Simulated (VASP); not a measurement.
# ZnPtC6N6 (Fm-3m) in VASP: electric field gradients with PBE

Aim: the electric field gradients of ZnPtC6N6 with PBE.

All numbers are computed with VASP 6.6.1; they aren't measurements. Logs are shortened: lines on timing, memory, paths and dates and some standing lists are left out, and cuts for length are marked.

### Step 1. The cell of the first run

It takes space group Fm-3m (No. 225, cubic). Conventional cell: a = 10.519 Å, b = 10.519 Å, c = 10.519 Å, α = 90.00°, β = 90.00°, γ = 90.00°. Zn (site symmetry m-3m) has 6 N at 2.14 Å within 2.8 Å. Within 2.7 Å of Pt (site symmetry m-3m) lie 6 C at 2.03 Å. C (site symmetry 4mm) has 1 N at 1.09 Å within 1.5 Å. N (site symmetry 4mm) has 1 C at 1.09 Å within 1.5 Å.

### Step 2. Electric field gradients, PBE

INCAR reads:

```
PREC     = Accurate       # precision mode
ENCUT    = 520            # plane-wave cutoff, eV
EDIFF    = 1E-8           # SCF threshold, eV
ISMEAR   = -1             # smearing method
SIGMA    = 0.05           # smearing width, eV
LREAL    = False          # projectors in reciprocal space
LASPH    = True           # aspherical terms in the spheres
NELM     = 120            # most SCF steps
ALGO     = Normal         # electronic algorithm
ISIF     = 2              # what is computed and relaxed
LWAVE    = False          # write WAVECAR
LCHARG   = False          # write CHGCAR
GGA      = PE             # functional
LEFG     = True         
NBANDS   = 55             # bands
GGA_COMPAT= False
```

KPOINTS reads:

```
Automatic mesh
0
Gamma
  6 6 6
```

POSCAR reads:

```
ZnPtC6N6
1.0
    0.0000000000      5.2593000000      5.2593000000
    5.2593000000      0.0000000000      5.2593000000
    5.2593000000      5.2593000000      0.0000000000
Zn Pt C N
1 1 6 6
Direct
    0.5000000000      0.5000000000      0.5000000000
    0.0000000000      0.0000000000      0.0000000000
    0.1931000000      0.1931000000      0.8069000000
    0.8069000000      0.8069000000      0.1931000000
    0.8069000000      0.1931000000      0.1931000000
    0.1931000000      0.8069000000      0.8069000000
    0.1931000000      0.8069000000      0.1931000000
    0.8069000000      0.1931000000      0.8069000000
    0.2967000000      0.2967000000      0.7033000000
    0.7033000000      0.7033000000      0.2967000000
    0.7033000000      0.2967000000      0.2967000000
    0.2967000000      0.7033000000      0.7033000000
    0.2967000000      0.7033000000      0.2967000000
    0.7033000000      0.2967000000      0.7033000000
```

Potentials or basis: VASP PAW PBE potentials, release 64 (Zn, Pt_sv_GW, C, N).

Run with:

```
$ cat potpaw_PBE.64/Zn/POTCAR potpaw_PBE.64/Pt_sv_GW/POTCAR potpaw_PBE.64/C/POTCAR potpaw_PBE.64/N/POTCAR > POTCAR
$ mpirun -np 1 vasp_std > vasp.out
```

OUTCAR:

```text
PREC = Accurate
   ENCUT = 520
   EDIFF = 1E-8
   ISMEAR = -1
   LREAL = False
   LASPH = True
   NELM = 120
   ISIF = 2
   GGA = PE

 ion  position               nearest neighbor table
   1  0.500  0.500  0.500-   9 2.14  10 2.14  11 2.14  12 2.14  13 2.14  14 2.14
   2  0.000  0.000  0.000-   3 2.03   4 2.03   5 2.03   6 2.03   7 2.03   8 2.03
   3  0.193  0.193  0.807-   9 1.09   2 2.03
   4  0.807  0.807  0.193-  10 1.09   2 2.03
   5  0.807  0.193  0.193-  11 1.09   2 2.03
   6  0.193  0.807  0.807-  12 1.09   2 2.03
   7  0.193  0.807  0.193-  13 1.09   2 2.03
   8  0.807  0.193  0.807-  14 1.09   2 2.03
   9  0.297  0.297  0.703-   3 1.09   1 2.14
  10  0.703  0.703  0.297-   4 1.09   1 2.14
  11  0.703  0.297  0.297-   5 1.09   1 2.14
  12  0.297  0.703  0.703-   6 1.09   1 2.14
  13  0.297  0.703  0.297-   7 1.09   1 2.14
  14  0.703  0.297  0.703-   8 1.09   1 2.14

  LATTYP: Found a face centered cubic cell.
 ALAT       =    10.5186000000

  Lattice vectors:

 A1 = (   0.0000000000,   5.2593000000,   5.2593000000)
 A2 = (   5.2593000000,   0.0000000000,   5.2593000000)
 A3 = (   5.2593000000,   5.2593000000,   0.0000000000)

Analysis of symmetry for initial positions (statically):
=====================================================================
 Subroutine PRICEL returns:
 Original cell was already a primitive cell.

 Routine SETGRP: Setting up the symmetry group for a
 face centered cubic supercell.

 Subroutine GETGRP returns: Found 48 space group operations
 (whereof 48 operations were pure point group operations)
 out of a pool of 48 trial point group operations.

The static configuration has the point symmetry O_h .

Analysis of symmetry for dynamics (positions and initial velocities):
=====================================================================
 Subroutine PRICEL returns:
 Original cell was already a primitive cell.

 Routine SETGRP: Setting up the symmetry group for a
 face centered cubic supercell.

 Subroutine GETGRP returns: Found 48 space group operations
 (whereof 48 operations were pure point group operations)
 out of a pool of 48 trial point group operations.

The dynamic configuration has the point symmetry O_h .

 Subroutine INISYM returns: Found 48 space group operations
 (whereof 48 operations are pure point group operations),
 and found     1 'primitive' translations

----------------------------------------------------------------------------------------

                                     Primitive cell

  volume of cell :     290.9470

  direct lattice vectors                    reciprocal lattice vectors
     0.000000000  5.259300000  5.259300000    -0.095069686  0.095069686  0.095069686
     5.259300000  0.000000000  5.259300000     0.095069686 -0.095069686  0.095069686
     5.259300000  5.259300000  0.000000000     0.095069686  0.095069686 -0.095069686

  length of vectors
     7.437773389  7.437773389  7.437773389     0.164665527  0.164665527  0.164665527

  position of ions in fractional coordinates (direct lattice)
     0.500000000  0.500000000  0.500000000
     0.000000000  0.000000000  0.000000000
     0.193100000  0.193100000  0.806900000
     0.806900000  0.806900000  0.193100000
     0.806900000  0.193100000  0.193100000
     0.193100000  0.806900000  0.806900000
     0.193100000  0.806900000  0.193100000
     0.806900000  0.193100000  0.806900000
     0.296700000  0.296700000  0.703300000
     0.703300000  0.703300000  0.296700000
     0.703300000  0.296700000  0.296700000
     0.296700000  0.703300000  0.703300000
     0.296700000  0.703300000  0.296700000
     0.703300000  0.296700000  0.703300000

  ion indices of the primitive-cell ions
   primitive index   ion index
                 1           1
                 2           2
[... 103 lines left out ...]
   IVDW    =     0    specifies the selected vdW correction
   LEPSILON=     F    determine dielectric tensor
   LRPA    =     F    only Hartree local field effects (RPA)
 non-spin polarized calculation
  energy-cutoff  :      520.00
  volume of cell :      290.95
 maximum number of plane-waves:      7880
   NGX = 27   NGY = 27   NGZ = 27

 number of electron      84.0000001 magnetization

 Free energy of the ion-electron system (eV)
  ---------------------------------------------------
  ext. energy  EPLUGINS =         0.00000000
  ---------------------------------------------------
  free energy    TOTEN  =      -105.97163349 eV

  energy without entropy =     -105.97163349  energy(sigma->0) =     -105.97163349

 E-fermi :  -1.9791     XC(G=0):  -6.7921

 val. band max:       -3.4418828212   @ k =   0.5000   0.0000   0.0000
 cond. band min:       1.6502285247   @ k =   0.5000   0.5000   0.0000
 fundamental gap:      5.0921113459
 Fermi energy:        -1.9790733984

 k-point     1 :       0.0000    0.0000    0.0000
  band No.  band energies     occupation
      1    -102.3667      2.00000
      2     -56.4431      2.00000
      3     -56.4431      2.00000
      4     -56.4431      2.00000
      5     -19.7874      2.00000
      6     -19.6131      2.00000
[... 901 lines left out ...]
     53       4.4501      0.00000
     54       4.8024      0.00000
 [bands above 54 left out]

------------------------ aborting loop because EDIFF is reached ----------------------------------------

  FORCE on cell =-STRESS in cart. coord.  units (eV):
  Direction    XX          YY          ZZ          XY          YZ          ZX
  --------------------------------------------------------------------------------------
  -------------------------------------------------------------------------------------
  Total       22.8086747     22.8086747     22.8086747     -0.0000000     -0.0000000      0.0000000
  in kB      125.6020721    125.6020721    125.6020721     -0.0000000     -0.0000000      0.0000000
  external PRESSURE =     125.6020721 kB  Pullay stress =       0.0000000 kB

 VOLUME and BASIS-vectors are now :
 -----------------------------------------------------------------------------
  energy-cutoff  :      520.00
  volume of cell :      290.95
      direct lattice vectors                 reciprocal lattice vectors
     0.000000000  5.259300000  5.259300000    -0.095069686  0.095069686  0.095069686
     5.259300000  0.000000000  5.259300000     0.095069686 -0.095069686  0.095069686
     5.259300000  5.259300000  0.000000000     0.095069686  0.095069686 -0.095069686

 POSITION                                       TOTAL-FORCE (eV/Angst)
 -----------------------------------------------------------------------------------
      5.25930      5.25930      5.25930         0.000000      0.000000     -0.000000
      0.00000      0.00000      0.00000         0.000000      0.000000     -0.000000
      5.25930      5.25930      2.03114         0.000000      0.000000    -11.227949
      5.25930      5.25930      8.48746         0.000000      0.000000     11.227949
      2.03114      5.25930      5.25930       -11.227949      0.000000     -0.000000
      8.48746      5.25930      5.25930        11.227949      0.000000     -0.000000
      5.25930      2.03114      5.25930         0.000000    -11.227949     -0.000000
      5.25930      8.48746      5.25930         0.000000     11.227949     -0.000000
      5.25930      5.25930      3.12087         0.000000      0.000000     10.854089
      5.25930      5.25930      7.39773         0.000000      0.000000    -10.854089
      3.12087      5.25930      5.25930        10.854089      0.000000     -0.000000
      7.39773      5.25930      5.25930       -10.854089      0.000000     -0.000000
      5.25930      3.12087      5.25930         0.000000     10.854089     -0.000000
      5.25930      7.39773      5.25930         0.000000    -10.854089     -0.000000
 -----------------------------------------------------------------------------------
    total drift:                               -0.000000     -0.000000      0.000000

  FREE ENERGIE OF THE ION-ELECTRON SYSTEM (eV)
  ---------------------------------------------------
  free  energy   TOTEN  =      -105.9716334937 eV

  energy  without entropy=     -105.9716334937  energy(sigma->0) =     -105.97163349

 Electric field gradients (V/A^2)
---------------------------------------------------------------------
 ion       V_xx      V_yy      V_zz      V_xy      V_xz      V_yz
---------------------------------------------------------------------
   1      -0.000     0.000    -0.000     0.004     0.004     0.004
   2       0.000     0.000     0.000     0.000     0.000     0.000
   3      26.718    26.718   -53.435    -0.000     0.000     0.000
   4      26.718    26.718   -53.435    -0.000     0.000     0.000
   5     -53.435    26.718    26.718     0.000     0.000    -0.000
   6     -53.435    26.718    26.718     0.000     0.000    -0.000
   7      26.718   -53.435    26.718     0.000    -0.000     0.000
   8      26.718   -53.435    26.718     0.000    -0.000     0.000
   9      43.739    43.739   -87.477     0.000     0.001     0.001
  10      43.739    43.739   -87.477     0.000     0.001     0.001
  11     -87.477    43.739    43.739     0.001     0.001     0.000
  12     -87.477    43.739    43.739     0.001     0.001     0.000
  13      43.739   -87.477    43.739     0.001     0.000     0.001
  14      43.739   -87.477    43.739     0.001     0.000     0.001
---------------------------------------------------------------------

 Electric field gradients after diagonalization (V/A^2)
 (convention: |V_zz| > |V_xx| > |V_yy|)
----------------------------------------------------------------------
 ion       V_xx      V_yy      V_zz     asymmetry (V_yy - V_xx)/ V_zz
----------------------------------------------------------------------
   1      -0.004    -0.004     0.009       0.000
   2      -0.000    -0.000     0.001       0.000
   3      26.718    26.717   -53.435       0.000
   4      26.718    26.717   -53.435       0.000
   5      26.718    26.717   -53.435       0.000
   6      26.718    26.717   -53.435       0.000
   7      26.718    26.717   -53.435       0.000
   8      26.718    26.717   -53.435       0.000
   9      43.739    43.738   -87.477       0.000
  10      43.739    43.738   -87.477       0.000
  11      43.739    43.738   -87.477       0.000
  12      43.739    43.738   -87.477       0.000
  13      43.739    43.738   -87.477       0.000
  14      43.739    43.738   -87.477       0.000
----------------------------------------------------------------------

           NMR quadrupolar parameters

 Cq : quadrupolar parameter    Cq=e*Q*V_zz/h
 eta: asymmetry parameters     (V_yy - V_xx)/ V_zz
 Q  : nuclear electric quadrupole moment in mb (millibarn)
----------------------------------------------------------------------
 ion       Cq(MHz)       eta       Q (mb)
----------------------------------------------------------------------
   1       0.000       0.000       1.000
   2       0.000       0.000       1.000
   3      -0.129       0.000       1.000
   4      -0.129       0.000       1.000
   5      -0.129       0.000       1.000
   6      -0.129       0.000       1.000
   7      -0.129       0.000       1.000
   8      -0.129       0.000       1.000
   9      -0.212       0.000       1.000
  10      -0.212       0.000       1.000
  11      -0.212       0.000       1.000
  12      -0.212       0.000       1.000
  13      -0.212       0.000       1.000
  14      -0.212       0.000       1.000
----------------------------------------------------------------------
```

Wall time 14 min (1 thread of Intel Xeon Platinum 8259CL at 2.50GHz (Skylake/Cascade Lake), shared host); peak memory 0.58 GiB.

What came out:

| Item | Value |
| --- | --- |
| Free energy | -105.9716 eV |
| Pressure | 12.6 GPa |
| Largest force | 11.228 eV/Å |
| Band gap on the k mesh | 5.09 eV (least direct gap 5.22 eV) |
| Largest electric field gradient by atom | Zn +0.0; Pt +0.0; C -53.4; N -87.5 V/Å² |

Forces on the atoms (eV/Å):
```
Zn    0.000   0.000   0.000
Pt    0.000   0.000   0.000
C     0.000   0.000 -11.228
C     0.000   0.000  11.228
C   -11.228   0.000   0.000
C    11.228   0.000   0.000
C     0.000 -11.228   0.000
C     0.000  11.228   0.000
N     0.000   0.000  10.854
N     0.000   0.000 -10.854
N    10.854   0.000   0.000
N   -10.854   0.000   0.000
N     0.000  10.854   0.000
N     0.000 -10.854   0.000
```

Levels at points of the mesh, in eV from the valence-band top:
| k point | band 38 | band 39 | band 40 | band 41 | band 42 | band 43 | band 44 | band 45 | band 46 | band 47 |
| --- | --- | --- | --- | --- | --- | --- | --- | --- | --- | --- |
| (0.00, 0.00, 0.00) | -1.09 | -1.09 | -1.09 | -0.34 | -0.34 | 5.30 | 5.30 | 6.84 | 6.84 | 6.84 |
| (0.50, 0.00, 0.00) | -0.96 | -0.96 | -0.96 | 0.00 | 0.00 | 5.22 | 5.22 | 6.58 | 6.95 | 6.95 |
| (0.50, 0.50, 0.00) | -1.10 | -0.77 | -0.77 | -0.34 | -0.24 | 5.09 | 5.35 | 6.75 | 7.06 | 7.15 |

Electric field gradients, principal values (V/Å²):
```tsv
atom	least	middle	greatest (by size)
1 Zn	-0.004	-0.004	0.009
2 Pt	0.000	0.000	0.001
3 C	26.717	26.718	-53.435
4 C	26.717	26.718	-53.435
5 C	26.717	26.718	-53.435
6 C	26.717	26.718	-53.435
7 C	26.717	26.718	-53.435
8 C	26.717	26.718	-53.435
9 N	43.738	43.739	-87.477
10 N	43.738	43.739	-87.477
11 N	43.738	43.739	-87.477
12 N	43.738	43.739	-87.477
13 N	43.738	43.739	-87.477
14 N	43.738	43.739	-87.477
```

Caveat: the cell stands under pressure; without QUAD_EFG the Cq values of the log hold for a quadrupole moment of 1 mb, not for the nuclei; spin-orbit coupling is left out, which moves the levels of the heavy elements; forces of over 1 eV/Å act on the atoms, so gaps and moduli don't describe the material at rest. A k mesh can miss the band edges.
